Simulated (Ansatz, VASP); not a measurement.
# Two plane-wave programs on Ru

```
CELL_PARAMETERS angstrom
2.70580 0.00000 0.00000
-1.35290 2.34329 0.00000
0.00000 0.00000 4.28190
ATOMIC_POSITIONS crystal
Ru 0.33333 0.66667 0.25000
Ru 0.66667 0.33333 0.75000
```

Alike in both runs: task relaxation of cell and atoms; functional PBE; k mesh 18 × 18 × 10; occupations gaussian, width 0.1 eV; no spin polarisation.

|  | VASP | Ansatz |
| --- | --- | --- |
| version | VASP 6.6.1 | Ansatz 0.2.0 |
| potentials or method | VASP PAW PBE potentials, release 64 (Ru_pv), cutoff 600 eV | scalar-relativistic, plane waves, PAW |
| valence electrons in the cell | 28 | 32 |

```csv
,VASP,Ansatz,Ansatz less VASP
"gap on the k mesh at the Fermi level, each at its own relaxed structure (eV)",none,none,-
relaxed volume (Å³/atom),13.76,13.77,+0.009
relaxed cell length with the largest relative difference (Å),2.719,2.720,+0.0006
```

A gap of «none» marks a metal or a gap that the smearing closes. VASP's potentials hold 28 valence electrons a cell and Ansatz's 32, so a difference there can come from the potentials and not from the codes.
